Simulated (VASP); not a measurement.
# Ti3Al5 (Pmmm) in VASP: a series of runs, part 2 of 2

VASP 6.6.1.

## 3. Relaxation of cell and atoms, PBEsol, target pressure 4 GPa, at which the enthalpy is minimised

This run uses another cell than the first one, of 15.14 Å³/atom.

Input file INCAR:

```
SYSTEM = Ti3Al5
PREC = Accurate
ENCUT = 600
EDIFF = 1E-7
ISMEAR = 0
SIGMA = 0.1
LREAL = .False.
LASPH = .True.
NELM = 100
ALGO = Fast
ISIF = 3
LWAVE = .False.
LCHARG = .False.
GGA = PS
IBRION = 2
NSW = 70
EDIFFG = -0.008
PSTRESS = 40.0
```

Input file KPOINTS:

```
Automatic mesh
0
Gamma
  10 10 6
  0 0 0
```

Input file POSCAR:

```
Ti3Al5
1.0
    3.8431416201      0.0000000000      0.0000000000
    0.0000000000      3.9573891414      0.0000000000
    0.0000000000      0.0000000000      7.9650325037
Ti Al
3 5
Direct
    0.0000000000      0.5000000000      0.2645709853
    0.0000000000      0.5000000000      0.7354290147
    0.5000000000      0.5000000000      0.0000000000
    0.0000000000      0.0000000000      0.0000000000
    0.0000000000      0.0000000000      0.5000000000
    0.5000000000      0.5000000000      0.5000000000
    0.5000000000      0.0000000000      0.2418794782
    0.5000000000      0.0000000000      0.7581205218
```

Potentials or basis: VASP PAW PBE potentials, release 64 (Ti_sv, Al).

Run with:

```sh
cat potpaw_PBE.64/Ti_sv/POTCAR potpaw_PBE.64/Al/POTCAR > POTCAR
mpirun -np 1 vasp_std > vasp.out
```

Wall time 81 min (1 thread of Oxide Virtual Turin-like, shared host); peak memory 0.61 GiB.

Results (log left out):

| Quantity | Value |
| --- | --- |
| Free energy | -48.7644 eV |
| Relaxed volume | 15.16 Å³/atom |
| Relaxed cell | a = 3.846 Å, b = 3.956 Å, c = 7.969 Å, α = 90.00°, β = 90.00°, γ = 90.00° |
| Space group after relaxing (to 0.1 Å) | Pmmm (No. 47) |
| Energy change on relaxing (the run minimises the enthalpy) | -0.6 meV/atom |
| Ionic steps | 6 |
| Pressure after relaxing | 4.0 GPa |
| Largest force after relaxing | 0.005 eV/Å |
| Band gap on the k mesh | zero (an odd number of electrons rules out a gap without spin polarisation) |

Forces in eV/Å, atoms in the order of the input:
```
Ti   0.000  0.000  0.005
Ti   0.000  0.000 -0.005
Ti   0.000  0.000  0.000
Al   0.000  0.000  0.000
Al   0.000  0.000  0.000
Al   0.000  0.000  0.000
Al   0.000  0.000  0.002
Al   0.000  0.000 -0.002
```

Step by step:
| step | energy change (eV) | largest force (eV/Å) | pressure (GPa) | volume (Å³) |
| --- | --- | --- | --- | --- |
| 1 | 0.0000 | 0.0434 | 4.15 | 121.14 |
| 2 | -0.0080 | 0.0232 | 3.87 | 121.39 |
| 3 | -0.0079 | 0.0232 | 3.87 | 121.39 |
| 4 | -0.0071 | 0.0260 | 3.90 | 121.35 |
| 5 | -0.0055 | 0.0106 | 3.96 | 121.29 |
| 6 | -0.0046 | 0.0050 | 4.00 | 121.25 |

Final structure:
```
Ti Al
1.0
     3.84597    0.00000    0.00000
     0.00000    3.95610    0.00000
     0.00000    0.00000    7.96910
Ti Al
3 5
Direct
  0.00000 0.50000 0.26424
  0.00000 0.50000 0.73576
  0.50000 0.50000 0.00000
  0.00000 0.00000 0.00000
  0.00000 0.00000 0.50000
  0.50000 0.50000 0.50000
  0.50000 0.00000 0.24249
  0.50000 0.00000 0.75751
```

Levels at points of the mesh, in eV from the Fermi level:
```csv
k point,band 22,band 23,band 24,band 25,band 26,band 27,band 28,band 29,band 30
"(0.00, 0.00, 0.00)",-1.07,-0.73,-0.58,-0.56,-0.24,0.10,0.73,0.80,0.80
"(0.50, 0.00, 0.00)",-1.48,-1.23,-0.92,-0.51,-0.07,0.78,1.03,1.51,1.59
"(0.00, 0.50, 0.00)",-0.75,-0.48,-0.23,0.07,0.90,1.15,1.20,1.54,1.73
"(0.50, 0.50, 0.00)",-2.22,-1.72,-0.89,-0.79,-0.12,-0.04,1.16,1.28,1.37
"(0.00, 0.00, 0.50)",-0.75,-0.69,-0.60,-0.46,-0.22,0.17,0.64,0.81,0.97
"(0.50, 0.00, 0.50)",-1.35,-1.00,-0.69,-0.64,-0.52,1.01,1.27,1.32,1.52
"(0.00, 0.50, 0.50)",-1.38,-0.82,0.72,0.80,0.89,1.04,1.05,1.18,1.48
"(0.50, 0.50, 0.50)",-2.13,-1.94,-1.61,-1.08,-0.61,-0.21,1.32,1.33,1.44
```

Caveat: the cell is relaxed towards a set pressure, so the run minimises the enthalpy, not the energy; the PAW data sets were made with another functional, which shifts forces and pressure a little.

## 4. Relaxation of shape and atoms at fixed volume, PBEsol (15.18 Å³/atom)

This run uses another cell than the first one, of 15.18 Å³/atom.

Input file INCAR:

```
SYSTEM = Ti3Al5
ALGO = Fast ; EDIFF = 1E-7
EDIFFG = -0.01 ; ENCUT = 600
GGA = PS ; IBRION = 2
ISIF = 4 ; ISMEAR = 0
LASPH = .True. ; LCHARG = .False.
LREAL = .False. ; LWAVE = .False.
NELM = 100 ; NSW = 50
PREC = Accurate ; SIGMA = 0.1
```

Input file KPOINTS:

```
k-points
0
Gamma
  10 10 6
  0 0 0
```

Input file POSCAR:

```
Ti3Al5
1.0
    3.8461859496      0.0000000000      0.0000000000
    0.0000000000      3.9613643860      0.0000000000
    0.0000000000      0.0000000000      7.9710939099
Ti Al
3 5
Direct
    0.0000000000      0.5000000000      0.2646132914
    0.0000000000      0.5000000000      0.7353867086
    0.5000000000      0.5000000000      0.0000000000
    0.0000000000      0.0000000000      0.0000000000
    0.0000000000      0.0000000000      0.5000000000
    0.5000000000      0.5000000000      0.5000000000
    0.5000000000      0.0000000000      0.2417027397
    0.5000000000      0.0000000000      0.7582972603
```

Run with:

```sh
cat potpaw_PBE.64/Ti_sv/POTCAR potpaw_PBE.64/Al/POTCAR > POTCAR
mpirun -np 1 vasp_std > vasp.out
```

Wall time 2.2 h (1 thread of Oxide Virtual Turin-like, shared host); peak memory 0.6 GiB.

Results (log left out):

* Free energy: -48.7692 eV
* Energy gained by relaxing: 0.4 meV/atom
* Ionic steps: 3
* Pressure after relaxing: 3.8 GPa
* Largest force after relaxing: 0.008 eV/Å
* Band gap on the k mesh: zero (an odd number of electrons rules out a gap without spin polarisation)

Forces on the atoms (eV/Å):
```
Ti   0.000  0.000  0.006
Ti   0.000  0.000 -0.006
Ti   0.000  0.000  0.000
Al   0.000  0.000  0.000
Al   0.000  0.000  0.000
Al   0.000  0.000  0.000
Al   0.000  0.000  0.008
Al   0.000  0.000 -0.008
```

Step by step:
```csv
step,energy change (eV),largest force (eV/Å),pressure (GPa),volume (Å³)
1,0.0000,0.0507,3.83,121.45
2,-0.0028,0.0309,3.80,121.45
3,-0.0029,0.0079,3.79,121.45
```

Final structure:
```
CELL_PARAMETERS angstrom
3.84779 0.00000 0.00000
0.00000 3.95797 0.00000
0.00000 0.00000 7.97460
ATOMIC_POSITIONS crystal
Ti 0.00000 0.50000 0.26425
Ti 0.00000 0.50000 0.73575
Ti 0.50000 0.50000 0.00000
Al 0.00000 0.00000 0.00000
Al 0.00000 0.00000 0.50000
Al 0.50000 0.50000 0.50000
Al 0.50000 0.00000 0.24236
Al 0.50000 0.00000 0.75764
```

Levels at points of the mesh, in eV from the Fermi level:
| k point | band 23 | band 24 | band 25 | band 26 | band 27 | band 28 | band 29 | band 30 |
| --- | --- | --- | --- | --- | --- | --- | --- | --- |
| (0.00, 0.00, 0.00) | -0.73 | -0.58 | -0.56 | -0.24 | 0.10 | 0.73 | 0.80 | 0.80 |
| (0.50, 0.00, 0.00) | -1.23 | -0.92 | -0.51 | -0.07 | 0.78 | 1.03 | 1.53 | 1.67 |
| (0.00, 0.50, 0.00) | -0.48 | -0.23 | 0.08 | 0.90 | 1.14 | 1.20 | 1.70 | 1.73 |
| (0.50, 0.50, 0.00) | -1.72 | -0.89 | -0.79 | -0.12 | -0.05 | 1.16 | 1.29 | 1.45 |
| (0.00, 0.00, 0.50) | -0.69 | -0.60 | -0.46 | -0.23 | 0.18 | 0.64 | 0.81 | 0.97 |
| (0.50, 0.00, 0.50) | -1.00 | -0.69 | -0.64 | -0.52 | 1.01 | 1.26 | 1.32 | 1.56 |
| (0.00, 0.50, 0.50) | -0.81 | 0.72 | 0.80 | 0.89 | 1.03 | 1.05 | 1.18 | 1.45 |
| (0.50, 0.50, 0.50) | -1.94 | -1.61 | -1.08 | -0.61 | -0.21 | 1.31 | 1.33 | 1.44 |

Caveat: the PAW data sets were made with another functional, which shifts forces and pressure a little.

## 5. Single point, PBEsol (17.22 Å³/atom)

This run uses another cell than the first one, of 17.22 Å³/atom.

Input file INCAR:

```
SYSTEM = Ti3Al5
PREC     = Accurate       ! precision mode
ENCUT    = 520            ! plane-wave cutoff, eV
EDIFF    = 1E-6           ! SCF threshold, eV
ISMEAR   = 0              ! smearing method
SIGMA    = 0.1            ! smearing width, eV
LREAL    = .False.        ! projectors in reciprocal space
LASPH    = .True.         ! aspherical terms in the spheres
NELM     = 80             ! most SCF steps
ALGO     = Fast           ! electronic algorithm
ISIF     = 2              ! what is computed and relaxed
LWAVE    = .False.        ! write WAVECAR
LCHARG   = .False.        ! write CHGCAR
GGA      = PS             ! functional
NBANDS   = 36             ! bands
```

Input file KPOINTS:

```
regular mesh
0
Gamma
  10 10 6
  0 0 0
```

Input file POSCAR:

```
Ti3Al5
1.0
    4.0048097652      0.0000000000      0.0000000000
    0.0000000000      4.1391647606      0.0000000000
    0.0000000000      0.0000000000      8.3084371940
Ti Al
3 5
Direct
    0.0000000000      0.5000000000      0.2654628567
    0.0000000000      0.5000000000      0.7345371433
    0.5000000000      0.5000000000      0.0000000000
    0.0000000000      0.0000000000      0.0000000000
    0.0000000000      0.0000000000      0.5000000000
    0.5000000000      0.5000000000      0.5000000000
    0.5000000000      0.0000000000      0.2388205991
    0.5000000000      0.0000000000      0.7611794009
```

Run with:

```sh
cat potpaw_PBE.64/Ti_sv/POTCAR potpaw_PBE.64/Al/POTCAR > POTCAR
mpirun -np 1 vasp_std > vasp.out
```

Run time: 57 min. Hardware: 1 thread of Oxide Virtual Turin-like, shared host; peak memory 0.6 GiB.

Results (log left out):

* Free energy: -48.4356 eV
* Pressure: -9.0 GPa
* Largest force: 0.004 eV/Å
* Band gap on the k mesh: zero (an odd number of electrons rules out a gap without spin polarisation)

Forces on the atoms (eV/Å):
```
Ti   0.000  0.000 -0.004
Ti   0.000  0.000  0.004
Ti   0.000  0.000  0.000
Al   0.000  0.000  0.000
Al   0.000  0.000  0.000
Al   0.000  0.000  0.000
Al   0.000  0.000  0.004
Al   0.000  0.000 -0.004
```

Levels at points of the mesh, in eV from the Fermi level:
```csv
k point,band 24,band 25,band 26,band 27,band 28,band 29
"(0.00, 0.00, 0.00)",-0.65,-0.48,-0.33,0.14,0.68,0.72
"(0.50, 0.00, 0.00)",-0.83,-0.46,-0.11,0.71,0.99,1.34
"(0.00, 0.50, 0.00)",-0.17,0.12,0.74,0.79,1.00,1.31
"(0.50, 0.50, 0.00)",-0.78,-0.73,-0.10,-0.05,1.04,1.07
"(0.00, 0.00, 0.50)",-0.57,-0.41,-0.30,0.20,0.59,0.77
"(0.50, 0.00, 0.50)",-0.62,-0.58,-0.45,0.93,1.10,1.25
"(0.00, 0.50, 0.50)",0.65,0.69,0.73,0.76,0.91,1.02
"(0.50, 0.50, 0.50)",-1.51,-0.97,-0.69,-0.24,1.10,1.12
```

Caveat: the cell stands under tension; the PAW data sets were made with another functional, which shifts forces and pressure a little.

## 6. The runs side by side

```csv
task,cell,cutoff (eV),gap on the mesh (eV),pressure (GPa),largest force (eV/Å)
single point,"a = 3.895, b = 4.014, c = 8.074 Å, 8 atoms, atomic positions A",520,none,-0.8,0.01
relaxation of cell and atoms,"relaxed to 4 GPa from a = 3.843, b = 3.957, c = 7.965 Å, 8 atoms, atomic positions B",600,none,4.0,-
relaxation of shape and atoms at fixed volume,"relaxed from a = 3.846, b = 3.961, c = 7.971 Å, 8 atoms, atomic positions C",600,none,3.8,0.01
single point,"a = 4.005, b = 4.139, c = 8.308 Å, 8 atoms, atomic positions D",520,none,-9.0,-
```

Alike in all rows: level PBEsol; potentials or basis VASP PAW PBE potentials, release 64 (Ti_sv, Al); no spin polarisation; k mesh 10 × 10 × 6; smearing gaussian 0.1 eV.

Caveats: the PAW data sets were made with another functional, which shifts forces and pressure a little; the cell is relaxed towards a set pressure, so the run minimises the enthalpy, not the energy (at least some runs); the cell stands under tension (at least some runs).

Total energies depend on the potentials used, so only differences within one code and one set of settings carry meaning.
